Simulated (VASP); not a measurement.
# MoS2 (C2/m) in VASP: notebook

Runs on MoS2. Level: PBEsol. Tasks: single point.

All numbers are computed with VASP 6.6.1; they aren't measurements. Logs are shortened: lines on timing, memory, paths and dates and some standing lists are left out, and cuts for length are marked.

### Step 1. The cell of the first run

The structure is monoclinic, space group C2/m (No. 12). Conventional cell: a = 5.441 Å, b = 3.141 Å, c = 12.782 Å, α = 90.00°, β = 100.22°, γ = 90.00°. Mo (site symmetry m) has 6 S at 2.39 Å and 6 Mo at 3.14 Å within 3.2 Å. Within 3.2 Å of S (site symmetry m) lie 3 Mo at 2.39 Å and 7 S at 3.12 to 3.14 Å. S (site symmetry m) has 3 Mo at 2.39 Å and 8 S at 3.12 to 3.20 Å within 3.3 Å.

### Step 2. Single point, PBEsol

INCAR reads:

```
PREC = Accurate
ENCUT = 520
EDIFF = 1E-7
ISMEAR = 0
SIGMA = 0.05
LREAL = False
LASPH = True
NELM = 80
ALGO = Normal
ISIF = 2
LWAVE = False
LCHARG = False
GGA = PS
NBANDS = 35
```

KPOINTS reads:

```
Automatic mesh
0
Gamma
  10 10 2
```

POSCAR reads:

```
MoS2
1.0
   -3.1414322132      0.0000000000      0.0000000000
   -1.5707161066     -2.7205601009      0.0000000000
   -2.7485961149     -1.5869027069     12.5788195080
Mo S
2 4
Direct
    0.1875083333      0.1875083333      0.2500000000
    0.2291916667      0.2291916667      0.7500000000
   -0.0318438727     -0.0318438727      0.6260538420
    0.5931394606      0.5931394606      0.1260538420
   -0.1764394606     -0.1764394606      0.8739461580
    0.4485438727      0.4485438727      0.3739461580
```

Potentials or basis: VASP PAW PBE potentials, release 64 (Mo_sv, S).

Command:

```bash
$ cat potpaw_PBE.64/Mo_sv/POTCAR potpaw_PBE.64/S/POTCAR > POTCAR
$ mpirun -np 1 vasp_std > vasp.out
```

OUTCAR:

```text
PREC = Accurate
   ENCUT = 520
   EDIFF = 1E-7
   ISMEAR = 0
   LREAL = False
   LASPH = True
   NELM = 80
   ISIF = 2
   GGA = PS

 ion  position               nearest neighbor table
   1  0.188  0.188  0.250-   6 2.39   6 2.39   4 2.39   4 2.39   4 2.39   6 2.39
   2  0.229  0.229  0.750-   3 2.39   3 2.39   5 2.39   5 2.39   5 2.39   3 2.39
   3  0.968  0.968  0.626-   2 2.39   2 2.39   2 2.39
   4  0.593  0.593  0.126-   1 2.39   1 2.39   1 2.39
   5  0.824  0.824  0.874-   2 2.39   2 2.39   2 2.39
   6  0.449  0.449  0.374-   1 2.39   1 2.39   1 2.39

  LATTYP: Found a base centered monoclinic cell.
 ALAT       =     5.4411202018
 B/A-ratio  =     0.5773502692
 C/A-ratio  =     2.3490615727
 COS(beta)  =    -0.1773899862

  Lattice vectors:

 A1 = (  -3.1414322132,   0.0000000000,   0.0000000000)
 A2 = (  -1.5707161066,  -2.7205601009,   0.0000000000)
 A3 = (   1.9635522049,   1.1336573940,  12.5788195080)

Analysis of symmetry for initial positions (statically):
=====================================================================
 Subroutine PRICEL returns:
 Original cell was already a primitive cell.

 Routine SETGRP: Setting up the symmetry group for a
 base centered monoclinic supercell.

 Subroutine GETGRP returns: Found  4 space group operations
 (whereof  2 operations were pure point group operations)
 out of a pool of  4 trial point group operations.

The static configuration has the point symmetry C_1h.
 The point group associated with its full space group is C_2h.

Analysis of symmetry for dynamics (positions and initial velocities):
=====================================================================
 Subroutine PRICEL returns:
 Original cell was already a primitive cell.

 Routine SETGRP: Setting up the symmetry group for a
 base centered monoclinic supercell.

 Subroutine GETGRP returns: Found  4 space group operations
 (whereof  2 operations were pure point group operations)
 out of a pool of  4 trial point group operations.

The dynamic configuration has the point symmetry C_1h.
 The point group associated with its full space group is C_2h.

 Subroutine INISYM returns: Found  4 space group operations
 (whereof  2 operations are pure point group operations),
 and found     1 'primitive' translations

[... 102 lines left out ...]
   EDIFF  = 0.1E-06   stopping-criterion for ELM
   LREAL  =      F    real-space projection
   EDIFFG = 0.1E-05   stopping-criterion for IOM
   NSW    =      0    number of steps for IOM
   IBRION =     -1    ionic relax: 0-MD 1-quasi-New 2-CG
   NFREE  =      0    steps in history (QN), initial steepest desc. (CG)
   ISIF   =      2    stress and relaxation
   ISYM   =      2    0-nonsym 1-usesym 2-fastsym
   POTIM  = 0.5000    time-step for ionic-motion
   TEBEG  =    0.0;   TEEND  =   0.0 temperature during run
   PSTRESS=    0.0 pullay stress
   NELECT =      52.0000    total number of electrons
   NUPDOWN=      -1.0000    fix difference up-down
   EMIN   =  10.00;   EMAX   =-10.00  energy-range for DOS
   EFERMI =   0.00;   METHOD = LEGACY
   ISMEAR =     0;   SIGMA  =   0.05  broadening in eV -4-tet -1-fermi 0-gaus
   EFERMI_NEDOS =   21; number of points for ismear=-14 and -15
   IALGO  =     38    algorithm
   IMIX   =      4    mixing-type and parameters
     AMIX     =   0.40;   BMIX     =  1.00
     AMIX_MAG =   1.60;   BMIX_MAG =  1.00
  volume/ion in A,a.u.               =      17.92       120.91
  Fermi-wavevector in a.u.,A,eV,Ry     =   1.285091  2.428470 22.469472  1.651460
  Thomas-Fermi vector in A             =   2.417246
   LORBIT       =      0    0 simple, 1 ext, 2 COOP (PROOUT), +10 PAW based schemes
   GGA     = PS    functional components
   LHFCALC =     F    Hartree Fock is set to
   AEXX    =    0.0000 exact exchange contribution
   IVDW    =     0    specifies the selected vdW correction
   LEPSILON=     F    determine dielectric tensor
   LRPA    =     F    only Hartree local field effects (RPA)
 non-spin polarized calculation
 Gauss-broadening in eV      SIGMA  =   0.05
  energy-cutoff  :      520.00
  volume of cell :      107.50
 maximum number of plane-waves:      2919
   NGX = 11   NGY = 11   NGZ = 49

 number of electron      52.0000007 magnetization

 Free energy of the ion-electron system (eV)
  ---------------------------------------------------
  ext. energy  EPLUGINS =         0.00000000
  ---------------------------------------------------
  free energy    TOTEN  =       -46.82091070 eV

  energy without entropy =      -46.82091070  energy(sigma->0) =      -46.82091070

 E-fermi :   7.5549     XC(G=0): -10.9096

 val. band max:        7.3363795884   @ k =   0.0000   0.0000   0.0000
 cond. band min:       8.3137223216   @ k =  -0.2000   0.2000   0.0000
 fundamental gap:      0.9773427331
 Fermi energy:         7.5549095400

 k-point     1 :       0.0000    0.0000    0.0000
  band No.  band energies     occupation
      1     -54.0040      2.00000
      2     -54.0040      2.00000
      3     -28.2187      2.00000
      4     -28.2186      2.00000
      5     -27.9513      2.00000
      6     -27.9513      2.00000
[... 901 lines left out ...]
     34      11.2824      0.00000
     35      14.0463      0.00000

 [... further k-points ...]

------------------------ aborting loop because EDIFF is reached ----------------------------------------

  FORCE on cell =-STRESS in cart. coord.  units (eV):
  Direction    XX          YY          ZZ          XY          YZ          ZX
  --------------------------------------------------------------------------------------
  -------------------------------------------------------------------------------------
  Total        0.0870009      0.0347150      0.9326161      0.0452810      0.1304934      0.2260212
  in kB        1.2966075      0.5173705     13.8991293      0.6748391      1.9447923      3.3684784
  external PRESSURE =       5.2377024 kB  Pullay stress =       0.0000000 kB

 VOLUME and BASIS-vectors are now :
 -----------------------------------------------------------------------------
  energy-cutoff  :      520.00
  volume of cell :      107.50
      direct lattice vectors                 reciprocal lattice vectors
    -3.141432213  0.000000000  0.000000000    -0.318326143  0.183785684 -0.046371601
    -1.570716107 -2.720560101  0.000000000     0.000000000 -0.367571369 -0.046371601
    -2.748596115 -1.586902707 12.578819508     0.000000000  0.000000000  0.079498716

 POSITION                                       TOTAL-FORCE (eV/Angst)
 -----------------------------------------------------------------------------------
     -1.57072     -0.90685      3.14470         0.014740      0.008510      0.026903
     -3.14143     -1.81371      9.43411        -0.014740     -0.008510     -0.026903
     -6.28286     -3.62741      7.87502         0.000509      0.000294     -0.004499
     -3.14143     -1.81371      1.58561         0.043748      0.025258      0.235698
     -6.28286     -3.62741     10.99321        -0.043748     -0.025258     -0.235698
     -3.14143     -1.81371      4.70380        -0.000509     -0.000294      0.004499
 -----------------------------------------------------------------------------------
    total drift:                                0.000000      0.000000     -0.000000

  FREE ENERGIE OF THE ION-ELECTRON SYSTEM (eV)
  ---------------------------------------------------
  free  energy   TOTEN  =       -46.8209106994 eV

  energy  without entropy=      -46.8209106994  energy(sigma->0) =      -46.82091070
```

OSZICAR:

```text
N       E                     dE             d eps       ncg     rms          rms(c)
DAV:   1     0.437976298810E+03    0.43798E+03   -0.29268E+04  4780   0.141E+03
DAV:   2    -0.266494245356E+02   -0.46463E+03   -0.44923E+03  5201   0.366E+02
DAV:   3    -0.492617959160E+02   -0.22612E+02   -0.22199E+02  5287   0.736E+01
DAV:   4    -0.497077868769E+02   -0.44599E+00   -0.44475E+00  5169   0.107E+01
DAV:   5    -0.497164513579E+02   -0.86645E-02   -0.86609E-02  5169   0.147E+00    0.368E+01
DAV:   6    -0.475395526788E+02    0.21769E+01   -0.11442E+01  4756   0.217E+01    0.125E+01
DAV:   7    -0.471955285441E+02    0.34402E+00   -0.51845E+00  4631   0.140E+01    0.836E+00
DAV:   8    -0.468212901237E+02    0.37424E+00   -0.85983E-01  4736   0.625E+00    0.305E+00
DAV:   9    -0.468293424774E+02   -0.80524E-02   -0.10750E-01  5062   0.162E+00    0.136E+00
DAV:  10    -0.468209661143E+02    0.83764E-02   -0.34843E-02  4801   0.127E+00    0.392E-01
DAV:  11    -0.468210194623E+02   -0.53348E-04   -0.19053E-03  4723   0.246E-01    0.171E-01
DAV:  12    -0.468209056032E+02    0.11386E-03   -0.27995E-04  4938   0.916E-02    0.102E-01
DAV:  13    -0.468209075751E+02   -0.19720E-05   -0.17142E-04  4877   0.634E-02    0.964E-03
DAV:  14    -0.468209095063E+02   -0.19311E-05   -0.12837E-05  4724   0.196E-02    0.186E-02
DAV:  15    -0.468209107709E+02   -0.12646E-05   -0.29973E-06  4688   0.848E-03    0.608E-03
DAV:  16    -0.468209106994E+02    0.71432E-07   -0.66881E-07  5068   0.523E-03
   1 F= -.46820911E+02 E0= -.46820911E+02  d E =-.713531E-12
```

stdout:

```text
POSCAR found type information on POSCAR MoS
 POSCAR found :  2 types and       6 ions
 scaLAPACK will be used
 -----------------------------------------------------------------------------
|                                                                             |
|                                                                             |
|     You enforced a specific xc type in the INCAR file but a different       |
|     I HOPE YOU KNOW WHAT YOU ARE DOING!                                     |
|                                                                             |
 -----------------------------------------------------------------------------

 LDA part: xc-table for (Slater+PW92), standard interpolation
 POSCAR, INCAR and KPOINTS ok, starting setup
 FFT: planning ... GRIDC
 FFT: planning ... GRID_SOFT
 FFT: planning ... GRID
 WAVECAR not read
 entering main loop
```

Wall time 3.8 min (1 thread of Intel Xeon Platinum 8259CL at 2.50GHz (Skylake/Cascade Lake), shared host); peak memory 0.34 GiB.

Results:

| Property | Result |
| --- | --- |
| Free energy | -46.8209 eV |
| Pressure | 0.5 GPa |
| Largest force | 0.241 eV/Å |
| Band gap on the k mesh | 0.98 eV (least direct gap 1.98 eV) |

Forces on the atoms (eV/Å):
```
Mo   0.015  0.009  0.027
Mo  -0.015 -0.009 -0.027
S    0.001  0.000 -0.004
S    0.044  0.025  0.236
S   -0.044 -0.025 -0.236
S   -0.001  0.000  0.004
```

Caveat: the PAW data sets were made with another functional, which shifts forces and pressure a little; this functional lacks dispersion, which binds the layers, so the pressure and a relaxed spacing across them are unreliable. A k mesh can miss the band edges.

### Step 3. Single point, PBEsol

INCAR reads:

```
PREC     = Accurate       # precision mode
ENCUT    = 520            # plane-wave cutoff, eV
EDIFF    = 1E-7           # SCF threshold, eV
ISMEAR   = 0              # smearing method
SIGMA    = 0.05           # smearing width, eV
LREAL    = False          # projectors in reciprocal space
LASPH    = True           # aspherical terms in the spheres
NELM     = 80             # most SCF steps
ALGO     = Normal         # electronic algorithm
ISIF     = 2              # what is computed and relaxed
LWAVE    = False          # write WAVECAR
LCHARG   = False          # write CHGCAR
GGA      = PS             # functional
NBANDS   = 35             # bands
```

KPOINTS reads:

```
regular mesh
0
Gamma
  10 10 2
```

POSCAR reads:

```
MoS2
1.0
   -3.1414322132      0.0000000000      0.0000000000
   -1.5707161066     -2.7205601009      0.0000000000
   -3.5341112399     -2.0404200757     12.5788195080
Mo S
2 4
Direct
    0.1458333333      0.1458333333      0.2500000000
    0.1041666667      0.1041666667      0.7500000000
   -0.1362070482     -0.1362070482      0.6260538420
    0.5721262852      0.5721262852      0.1260538420
   -0.3221262852     -0.3221262852      0.8739461580
    0.3862070482      0.3862070482      0.3739461580
```

Potentials or basis: VASP PAW PBE potentials, release 64 (Mo_sv, S).

Command:

```bash
$ cat potpaw_PBE.64/Mo_sv/POTCAR potpaw_PBE.64/S/POTCAR > POTCAR
$ mpirun -np 1 vasp_std > vasp.out
```

Run time: 4 min. Hardware: 1 thread of Intel Xeon Platinum 8259CL at 2.50GHz (Skylake/Cascade Lake), shared host; peak memory 0.34 GiB.

It converged, with:

| Quantity | Value |
| --- | --- |
| Free energy | -46.8218 eV |
| Pressure | 0.5 GPa |
| Largest force | 0.239 eV/Å |
| Band gap on the k mesh | 0.98 eV (least direct gap 1.98 eV) |

Forces on the atoms (eV/Å):
```
Mo  -0.020 -0.011  0.028
Mo   0.020  0.011 -0.028
S   -0.002 -0.001 -0.004
S   -0.045 -0.026  0.233
S    0.045  0.026 -0.233
S    0.002  0.001  0.004
```

Stress tensor (GPa, compression positive):
```
 0.07 -0.03 -0.37
-0.03  0.10 -0.21
-0.37 -0.21  1.38
```

Levels at points of the mesh, in eV from the valence-band top:
```
           k point  band 24  band 25  band 26  band 27  band 28  band 29
(0.00, 0.00, 0.00)    -1.32    -1.23     0.00     2.19     2.22     2.25
(0.50, 0.00, 0.00)    -1.49    -1.45    -1.14     1.75     1.78     2.24
(0.50, 0.50, 0.00)    -1.50    -1.46    -1.07     1.75     1.78     2.23
(0.00, 0.00, 0.50)    -2.09    -0.37    -0.26     2.19     2.22     2.26
(0.50, 0.00, 0.50)    -1.53    -1.40    -1.16     1.76     1.77     2.10
(0.50, 0.50, 0.50)    -1.54    -1.43    -1.07     1.76     1.76     2.13
```

Caveat: the PAW data sets were made with another functional, which shifts forces and pressure a little; this functional lacks dispersion, which binds the layers, so the pressure and a relaxed spacing across them are unreliable. A k mesh can miss the band edges.

### Step 4. Single point, PBEsol

This run uses another cell than the first one, of the same volume but with other edges.

INCAR reads:

```
  ALGO = Normal
  EDIFF = 1E-6
  ENCUT = 520
  GGA = PS
  ISIF = 2
  ISMEAR = 0
  LASPH = T
  LCHARG = F
  LREAL = F
  LWAVE = F
  NBANDS = 35
  NELM = 100
  PREC = Accurate
  SIGMA = 0.05
```

KPOINTS reads:

```
k-points
0
Gamma
  10 10 2
```

POSCAR reads:

```
MoS2
1.0
   -3.1414322132      0.0000000000      0.0000000000
   -1.5707161066     -2.7205601009      0.0000000000
   -4.3196263648     -2.4939374445     12.5788195080
Mo S
2 4
Direct
    0.1041583333      0.1041583333      0.2500000000
   -0.0208583333     -0.0208583333      0.7500000000
   -0.2405702236     -0.2405702236      0.6260538420
    0.5511131097      0.5511131097      0.1260538420
   -0.4678131097     -0.4678131097      0.8739461580
    0.3238702236      0.3238702236      0.3739461580
```

Command:

```bash
$ cat potpaw_PBE.64/Mo_sv/POTCAR potpaw_PBE.64/S/POTCAR > POTCAR
$ mpirun -np 1 vasp_std > vasp.out
```

Wall time 3.5 min (1 thread of Intel Xeon Platinum 8259CL at 2.50GHz (Skylake/Cascade Lake), shared host); peak memory 0.35 GiB.

Results (log left out):

| Quantity | Value |
| --- | --- |
| Free energy | -46.8947 eV |
| Pressure | 0.0 GPa |
| Largest force | 0.046 eV/Å |
| Band gap on the k mesh | 1.03 eV (least direct gap 1.97 eV) |

Forces in eV/Å, atoms in the order of the input:
```
Mo  -0.017 -0.010  0.002
Mo   0.017  0.010 -0.002
S   -0.003 -0.002 -0.001
S   -0.030 -0.017  0.030
S    0.030  0.017 -0.030
S    0.003  0.002  0.001
```

Stress tensor (GPa, compression positive):
```
 0.01  0.01 -0.26
 0.01  0.00 -0.15
-0.26 -0.15  0.12
```

Levels at points of the mesh, in eV from the valence-band top:
| k point | band 24 | band 25 | band 26 | band 27 | band 28 | band 29 |
| --- | --- | --- | --- | --- | --- | --- |
| (0.00, 0.00, 0.00) | -1.31 | -1.14 | 0.00 | 2.27 | 2.28 | 2.30 |
| (0.50, 0.00, 0.00) | -1.48 | -1.32 | -1.23 | 1.81 | 1.82 | 2.31 |
| (0.50, 0.50, 0.00) | -1.41 | -1.39 | -1.16 | 1.80 | 1.83 | 2.22 |
| (0.00, 0.00, 0.50) | -2.05 | -0.30 | -0.29 | 2.27 | 2.27 | 2.30 |
| (0.50, 0.00, 0.50) | -1.43 | -1.28 | -1.26 | 1.80 | 1.83 | 2.17 |
| (0.50, 0.50, 0.50) | -1.49 | -1.33 | -1.18 | 1.81 | 1.81 | 2.30 |

Caveat: the PAW data sets were made with another functional, which shifts forces and pressure a little; this functional lacks dispersion, which binds the layers, so the pressure and a relaxed spacing across them are unreliable.

### Step 5. Summary

```csv
cell,gap on the mesh (eV),pressure (GPa),largest force (eV/Å)
"a = 3.141, b = 3.141, c = 12.973 Å, angles 77.8, 77.8, 60.0°, 6 atoms",0.98,0.5,0.24
"a = 3.141, b = 3.141, c = 13.224 Å, angles 74.5, 74.5, 60.0°, 6 atoms",0.98,0.5,0.24
"a = 3.141, b = 3.141, c = 13.532 Å, angles 71.4, 71.4, 60.0°, 6 atoms",1.03,0.0,0.05
```

Alike in all rows: task single point; level PBEsol; potentials or basis VASP PAW PBE potentials, release 64 (Mo_sv, S); no spin polarisation; k mesh 10 × 10 × 2; cutoff (eV) 520; smearing gaussian 0.05 eV.

Caveats: the PAW data sets were made with another functional, which shifts forces and pressure a little; this functional lacks dispersion, which binds the layers, so the pressure and a relaxed spacing across them are unreliable.

Absolute energies hang on the potentials; compare differences alone.
